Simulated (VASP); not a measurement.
BN, 8 atoms in the cell. It takes space group P6_3mc (No. 186, hexagonal). The conventional cell has a = 2.417 Å, b = 2.417 Å, c = 7.893 Å, α = 90.00°, β = 90.00°, γ = 120.00°. Within 2.0 Å of B (site symmetry 3m) lie 4 N at 1.48 Å. Within 2.0 Å of B (site symmetry 3m) lie 4 N at 1.48 Å. Within 2.0 Å of N (site symmetry 3m) lie 4 B at 1.48 Å. N (site symmetry 3m) has 4 B at 1.48 Å within 2.0 Å. 

| Property | Result |
| --- | --- |
| Program | VASP 6.6.1 |
| Task | relaxation of cell and atoms |
| Functional | PBE |
| Potentials or basis | VASP PAW PBE potentials, release 64 (B, N) |
| Cutoff | 600 eV |
| k mesh | 12 × 12 × 2 |
| Occupations | gaussian, width 0.1 eV |
| Spin | no spin polarisation |
| Dipole correction | no |
| Further INCAR settings | ALGO = Normal; EDIFF = 1e-06; IBRION = 2; EDIFFG = -0.04; NSW = 90; ISIF = 3 |

Potentials or basis: VASP PAW PBE potentials, release 64 (B, N).

Run with:

```sh
$ cat potpaw_PBE.64/B/POTCAR potpaw_PBE.64/N/POTCAR > POTCAR
$ mpirun -np 1 vasp_std > vasp.out
```

Hardware: 1 thread of Intel(R) Xeon(R) Platinum 8488C (Sapphire Rapids), with other jobs on the host.

Estimate the wall time of this run.

Run time: 120 s on 1 thread of Intel(R) Xeon(R) Platinum 8488C (Sapphire Rapids), on a shared host, peak memory 0.17 GiB. Counts: scf iterations 53, k points 38, ion steps 7.
